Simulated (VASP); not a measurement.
# RbBr (Pm-3m) in VASP: further runs

RbBr is run at these levels: PBEsol; tasks: single point, relaxation of cell and atoms.

Program: VASP 6.6.1. These are calculated values, not measurements. Logs are shortened: lines on timing, memory, paths and dates and some standing lists are left out, and cuts for length are marked.

### 1 The cell of the first run

Symmetry: Pm-3m, No. 221, cubic system. Conventional cell: a = 4.070 Å, b = 4.070 Å, c = 4.070 Å, α = 90.00°, β = 90.00°, γ = 90.00°. Within 4.6 Å of Rb (site symmetry m-3m) lie 8 Br at 3.52 Å and 6 Rb at 4.07 Å. Br (site symmetry m-3m) has 8 Rb at 3.52 Å and 6 Br at 4.07 Å within 4.6 Å.

### 2 Single point, PBEsol

File INCAR:

```
PREC = Accurate ; ENCUT = 520
EDIFF = 1E-7 ; ISMEAR = -1
SIGMA = 0.05 ; LREAL = F
LASPH = T ; NELM = 60
ALGO = Normal ; ISIF = 2
LWAVE = F ; LCHARG = F
GGA = PS ; NBANDS = 15
```

File KPOINTS:

```
regular mesh
0
Gamma
  12 12 12
```

File POSCAR:

```
RbBr
1.0
    4.0700875059      0.0000000000      0.0000000000
    0.0000000000      4.0700875059      0.0000000000
    0.0000000000      0.0000000000      4.0700875059
Rb Br
1 1
Direct
    0.0000000000      0.0000000000      0.0000000000
    0.5000000000      0.5000000000      0.5000000000
```

Potentials or basis: VASP PAW PBE potentials, release 64 (Rb_sv, Br).

On the command line:

```console
> cat potpaw_PBE.64/Rb_sv/POTCAR potpaw_PBE.64/Br/POTCAR > POTCAR
> mpirun -np 1 vasp_std > vasp.out
```

OUTCAR:

```text
PREC = Accurate
   ENCUT = 520
   EDIFF = 1E-7
   ISMEAR = -1
   LREAL = F
   LASPH = T
   NELM = 60
   ISIF = 2
   GGA = PS

 ion  position               nearest neighbor table
   1  0.000  0.000  0.000-   2 3.52   2 3.52   2 3.52   2 3.52   2 3.52   2 3.52   2 3.52   2 3.52

   2  0.500  0.500  0.500-   1 3.52   1 3.52   1 3.52   1 3.52   1 3.52   1 3.52   1 3.52   1 3.52

  LATTYP: Found a simple cubic cell.
 ALAT       =     4.0700875059

  Lattice vectors:

 A1 = (   4.0700875059,   0.0000000000,   0.0000000000)
 A2 = (   0.0000000000,   4.0700875059,   0.0000000000)
 A3 = (   0.0000000000,   0.0000000000,   4.0700875059)

Analysis of symmetry for initial positions (statically):
=====================================================================
 Subroutine PRICEL returns:
 Original cell was already a primitive cell.

 Routine SETGRP: Setting up the symmetry group for a
 simple cubic supercell.

 Subroutine GETGRP returns: Found 48 space group operations
 (whereof 48 operations were pure point group operations)
 out of a pool of 48 trial point group operations.

The static configuration has the point symmetry O_h .

Analysis of symmetry for dynamics (positions and initial velocities):
=====================================================================
 Subroutine PRICEL returns:
 Original cell was already a primitive cell.

 Routine SETGRP: Setting up the symmetry group for a
 simple cubic supercell.

 Subroutine GETGRP returns: Found 48 space group operations
 (whereof 48 operations were pure point group operations)
 out of a pool of 48 trial point group operations.

The dynamic configuration has the point symmetry O_h .

 Subroutine INISYM returns: Found 48 space group operations
 (whereof 48 operations are pure point group operations),
 and found     1 'primitive' translations

----------------------------------------------------------------------------------------

                                     Primitive cell

  volume of cell :      67.4235

  direct lattice vectors                    reciprocal lattice vectors
     4.070087506  0.000000000  0.000000000     0.245694963  0.000000000  0.000000000
     0.000000000  4.070087506  0.000000000     0.000000000  0.245694963  0.000000000
     0.000000000  0.000000000  4.070087506     0.000000000  0.000000000  0.245694963

  length of vectors
     4.070087506  4.070087506  4.070087506     0.245694963  0.245694963  0.245694963

  position of ions in fractional coordinates (direct lattice)
     0.000000000  0.000000000  0.000000000
     0.500000000  0.500000000  0.500000000

  ion indices of the primitive-cell ions
   primitive index   ion index
                 1           1
                 2           2

----------------------------------------------------------------------------------------

 KPOINTS: regular mesh

Automatic generation of k-mesh.
 Grid dimensions read from file:
 generate k-points for:   12   12   12

 Generating k-lattice:

  Cartesian coordinates                     Fractional coordinates (reciprocal lattice)
     0.020474580  0.000000000  0.000000000     0.083333333  0.000000000  0.000000000
     0.000000000  0.020474580  0.000000000     0.000000000  0.083333333  0.000000000
     0.000000000  0.000000000  0.020474580     0.000000000  0.000000000  0.083333333

  Length of vectors
     0.020474580  0.020474580  0.020474580

  Shift w.r.t. Gamma in fractional coordinates (k-lattice)
     0.000000000  0.000000000  0.000000000

 Subroutine IBZKPT returns following result:
 ===========================================

 Found     84 irreducible k-points:

 Following reciprocal coordinates:
            Coordinates               Weight
  0.000000  0.000000  0.000000      1.000000
  0.083333  0.000000  0.000000      6.000000
  0.166667  0.000000  0.000000      6.000000
  0.250000  0.000000  0.000000      6.000000
  0.333333  0.000000  0.000000      6.000000
  0.416667  0.000000  0.000000      6.000000
[... 16 lines left out ...]
  0.333333  0.333333  0.000000     12.000000
  0.416667  0.333333  0.000000     24.000000
 [... further k-points ...]
   k-points           NKPTS =     84   k-points in BZ     NKDIM =     84   number of bands    NBANDS=     15
   number of dos      NEDOS =    301   number of ions     NIONS =      2
   total plane-waves  NPLWV =  27000
   dimension x,y,z NGX =    30 NGY =   30 NGZ =   30
   dimension x,y,z NGXF=    60 NGYF=   60 NGZF=   60
   ions per type =               1   1
   NGX,Y,Z   is equivalent  to a cutoff of  12.25, 12.25, 12.25 a.u.
   NGXF,Y,Z  is equivalent  to a cutoff of  24.51, 24.51, 24.51 a.u.
 SYSTEM =  unknown system
   PREC   = accura    normal or accurate (medium, high low for compatibility)
   ISTART =      0    job   : 0-new  1-cont  2-samecut
   ICHARG =      2    charge: 1-file 2-atom 10-const
   ISPIN  =      1    spin polarized calculation?
   LNONCOLLINEAR =      F non collinear calculations
   LSORBIT =      F    spin-orbit coupling
   LASPH  =      T    aspherical Exc in radial PAW
   ENCUT  =  520.0 eV  38.22 Ry    6.18 a.u.   7.57  7.57  7.57*2*pi/ulx,y,z
   NELM   =     60;   NELMIN=  2; NELMDL= -5     # of ELM steps
   EDIFF  = 0.1E-06   stopping-criterion for ELM
   LREAL  =      F    real-space projection
   EDIFFG = 0.1E-05   stopping-criterion for IOM
   NSW    =      0    number of steps for IOM
   IBRION =     -1    ionic relax: 0-MD 1-quasi-New 2-CG
   NFREE  =      0    steps in history (QN), initial steepest desc. (CG)
   ISIF   =      2    stress and relaxation
   ISYM   =      2    0-nonsym 1-usesym 2-fastsym
   POTIM  = 0.5000    time-step for ionic-motion
   TEBEG  =    0.0;   TEEND  =   0.0 temperature during run
   PSTRESS=    0.0 pullay stress
   NELECT =      16.0000    total number of electrons
   NUPDOWN=      -1.0000    fix difference up-down
   EMIN   =  10.00;   EMAX   =-10.00  energy-range for DOS
   EFERMI =   0.00;   METHOD = LEGACY
   ISMEAR =    -1;   SIGMA  =   0.05  broadening in eV -4-tet -1-fermi 0-gaus
   EFERMI_NEDOS =   21; number of points for ismear=-14 and -15
   IALGO  =     38    algorithm
   IMIX   =      4    mixing-type and parameters
     AMIX     =   0.40;   BMIX     =  1.00
     AMIX_MAG =   1.60;   BMIX_MAG =  1.00
  volume/ion in A,a.u.               =      33.71       227.50
  Fermi-wavevector in a.u.,A,eV,Ry     =   1.013548  1.915328 13.976993  1.027280
  Thomas-Fermi vector in A             =   2.146723
   LORBIT       =      0    0 simple, 1 ext, 2 COOP (PROOUT), +10 PAW based schemes
   GGA     = PS    functional components
   LHFCALC =     F    Hartree Fock is set to
   AEXX    =    0.0000 exact exchange contribution
   IVDW    =     0    specifies the selected vdW correction
   LEPSILON=     F    determine dielectric tensor
   LRPA    =     F    only Hartree local field effects (RPA)
 non-spin polarized calculation
  energy-cutoff  :      520.00
  volume of cell :       67.42
 maximum number of plane-waves:      1856
   NGX = 15   NGY = 15   NGZ = 15

 number of electron      15.9999998 magnetization

 Free energy of the ion-electron system (eV)
  ---------------------------------------------------
  ext. energy  EPLUGINS =         0.00000000
  ---------------------------------------------------
  free energy    TOTEN  =        -6.30102893 eV

  energy without entropy =       -6.30102893  energy(sigma->0) =       -6.30102893

 E-fermi :   0.5380     XC(G=0):  -8.3003

 val. band max:       -0.5682122635   @ k =   0.5000   0.5000   0.0000
 cond. band min:       3.4720224405   @ k =   0.0000   0.0000   0.0000
 fundamental gap:      4.0402347040
 Fermi energy:         0.5380036650

 k-point     1 :       0.0000    0.0000    0.0000
  band No.  band energies     occupation
      1     -25.5405      2.00000
      2     -13.2768      2.00000
      3      -9.5262      2.00000
      4      -9.5262      2.00000
      5      -9.5262      2.00000
      6      -0.7262      2.00000
      7      -0.7262      2.00000
      8      -0.7262      2.00000
      9       3.4720      0.00000
     10       4.8375      0.00000
     11       4.8375      0.00000
     12       9.4424      0.00000
     13       9.4424      0.00000
     14       9.4424      0.00000
     15      12.1984      0.00000

 k-point     2 :       0.0833    0.0000    0.0000
  band No.  band energies     occupation
      1     -25.5388      2.00000
      2     -13.2765      2.00000
      3      -9.5377      2.00000
      4      -9.5224      2.00000
      5      -9.5224      2.00000
      6      -0.8902      2.00000
      7      -0.7324      2.00000
      8      -0.7324      2.00000
      9       3.6689      0.00000
     10       4.8925      0.00000
     11       5.0091      0.00000
     12       9.3973      0.00000
     13       9.3973      0.00000
     14       9.4842      0.00000
     15      11.7405      0.00000

 k-point     3 :       0.1667    0.0000    0.0000
  band No.  band energies     occupation
      1     -25.5342      2.00000
      2     -13.2760      2.00000
      3      -9.5675      2.00000
      4      -9.5120      2.00000
      5      -9.5120      2.00000
      6      -1.2802      2.00000
      7      -0.7495      2.00000
      8      -0.7495      2.00000
      9       4.1646      0.00000
     10       5.0556      0.00000
     11       5.4891      0.00000
     12       9.3004      0.00000
     13       9.3004      0.00000
     14       9.6054      0.00000
     15      10.8301      0.00000
[... 343 lines left out ...]
 k-point    23 :       0.3333    0.3333    0.0000
  band No.  band energies     occupation
      1     -25.5040      2.00000
      2     -13.1606      2.00000
      3      -9.8008      2.00000
      4      -9.6958      2.00000
      5      -9.4503      2.00000
      6      -1.8025      2.00000
      7      -1.5059      2.00000
      8      -0.6777      2.00000
      9       5.2828      0.00000
     10       5.9154      0.00000
     11       7.7314      0.00000
     12       8.2628      0.00000
     13       8.4175      0.00000
     14       8.8181      0.00000
     15      10.4030      0.00000

 k-point    24 :       0.4167    0.3333    0.0000
  band No.  band energies     occupation
      1     -25.4997      2.00000
      2     -13.1311      2.00000
      3      -9.8271      2.00000
      4      -9.7591      2.00000
      5      -9.4422      2.00000
      6      -1.8489      2.00000
      7      -1.5205      2.00000
      8      -0.6472      2.00000
      9       5.1250      0.00000
     10       5.8453      0.00000
     11       7.6353      0.00000
     12       7.9919      0.00000
     13       8.6306      0.00000
     14       9.3561      0.00000
     15      10.8206      0.00000

 [... further k-points ...]

------------------------ aborting loop because EDIFF is reached ----------------------------------------

  FORCE on cell =-STRESS in cart. coord.  units (eV):
  Direction    XX          YY          ZZ          XY          YZ          ZX
  --------------------------------------------------------------------------------------
  -------------------------------------------------------------------------------------
  Total        0.0365688      0.0365688      0.0365688      0.0000000      0.0000000      0.0000000
  in kB        0.8689816      0.8689816      0.8689816      0.0000000      0.0000000      0.0000000
  external PRESSURE =       0.8689816 kB  Pullay stress =       0.0000000 kB

 VOLUME and BASIS-vectors are now :
 -----------------------------------------------------------------------------
  energy-cutoff  :      520.00
  volume of cell :       67.42
      direct lattice vectors                 reciprocal lattice vectors
     4.070087506  0.000000000  0.000000000     0.245694963  0.000000000  0.000000000
     0.000000000  4.070087506  0.000000000     0.000000000  0.245694963  0.000000000
     0.000000000  0.000000000  4.070087506     0.000000000  0.000000000  0.245694963

 POSITION                                       TOTAL-FORCE (eV/Angst)
 -----------------------------------------------------------------------------------
      0.00000      0.00000      0.00000         0.000000      0.000000      0.000000
      2.03504      2.03504      2.03504         0.000000      0.000000      0.000000
 -----------------------------------------------------------------------------------
    total drift:                                0.000000      0.000000     -0.000000

  FREE ENERGIE OF THE ION-ELECTRON SYSTEM (eV)
  ---------------------------------------------------
  free  energy   TOTEN  =        -6.3010289263 eV

  energy  without entropy=       -6.3010289263  energy(sigma->0) =       -6.30102893
```

It took 32 s on 1 thread of Intel Xeon 6975P-C (Granite Rapids), shared host; peak memory 0.22 GiB.

What came out:

| Property | Result |
| --- | --- |
| Free energy | -6.3010 eV |
| Pressure | 0.1 GPa |
| Band gap on the k mesh | 4.04 eV, indirect (least direct gap 4.20 eV) |

Caveat: the PAW data sets were made with another functional, which shifts forces and pressure a little. PBEsol gaps usually lie below the measured ones, often by a third to a half.

### 3 Relaxation of cell and atoms, PBEsol

This run uses another cell than the first one, of 35.12 Å³/atom, 1.042 times its volume.

File INCAR:

```
SYSTEM = RbBr
  PREC = Accurate
  ENCUT = 600
  EDIFF = 1E-7
  ISMEAR = -1
  SIGMA = 0.05
  LREAL = .FALSE.
  LASPH = .TRUE.
  NELM = 100
  ALGO = Normal
  ISIF = 3
  LWAVE = .FALSE.
  LCHARG = .FALSE.
  GGA = PS
  IBRION = 2
  NSW = 100
  EDIFFG = -0.002
```

File KPOINTS:

```
Automatic mesh
0
G
  12 12 12
  0 0 0
```

File POSCAR:

```
RbBr
1.0
    4.1260773000      0.0000000000      0.0000000000
    0.0000000000      4.1260773000      0.0000000000
    0.0000000000      0.0000000000      4.1260773000
Rb Br
1 1
Direct
    0.0000000000      0.0000000000      0.0000000000
    0.5000000000      0.5000000000      0.5000000000
```

Potentials or basis: VASP PAW PBE potentials, release 64 (Rb_sv, Br).

On the command line:

```console
> cat potpaw_PBE.64/Rb_sv/POTCAR potpaw_PBE.64/Br/POTCAR > POTCAR
> mpirun -np 1 vasp_std > vasp.out
```

Run time: 100 s. Hardware: 1 thread of Intel Xeon 6975P-C (Granite Rapids), shared host; peak memory 0.28 GiB.

The run converged. Its results:

- Free energy: -6.3013 eV
- Relaxed volume: 33.88 Å³/atom
- Relaxed cell: a = 4.077 Å, b = 4.077 Å, c = 4.077 Å, α = 90.00°, β = 90.00°, γ = 90.00°
- Space group after relaxing (to 0.05 Å): Pm-3m (No. 221)
- Energy gained by relaxing: 2.2 meV/atom
- Ionic steps: 4
- Pressure after relaxing: 0.0 GPa
- Band gap on the k mesh: 4.02 eV, indirect (least direct gap 4.18 eV)

The path:
```
step  energy change (eV)  largest force (eV/Å)  pressure (GPa)  volume (Å³)
   1              0.0000                0.0000           -0.56        70.24
   2             -0.0033                0.0000           -0.29        69.01
   3             -0.0045                0.0000           -0.02        67.83
   4             -0.0045                0.0000            0.00        67.76
```

Final structure:
```
Rb Br
1.0
     4.07689    0.00000    0.00000
     0.00000    4.07689    0.00000
     0.00000    0.00000    4.07689
Rb Br
1 1
Direct
  0.00000 0.00000 0.00000
  0.50000 0.50000 0.50000
```

Levels at points of the mesh, in eV from the valence-band top:
```tsv
k point	band 6	band 7	band 8	band 9	band 10	band 11
(0.00, 0.00, 0.00)	-0.16	-0.16	-0.16	4.02	5.41	5.41
(0.50, 0.00, 0.00)	-1.86	-0.25	-0.25	6.79	7.10	7.73
(0.50, 0.50, 0.00)	-1.11	-1.11	0.00	5.19	6.12	7.91
(0.50, 0.50, 0.50)	-1.46	-1.46	-1.46	8.22	8.22	8.22
```

Caveat: the PAW data sets were made with another functional, which shifts forces and pressure a little. A k mesh can miss the band edges.
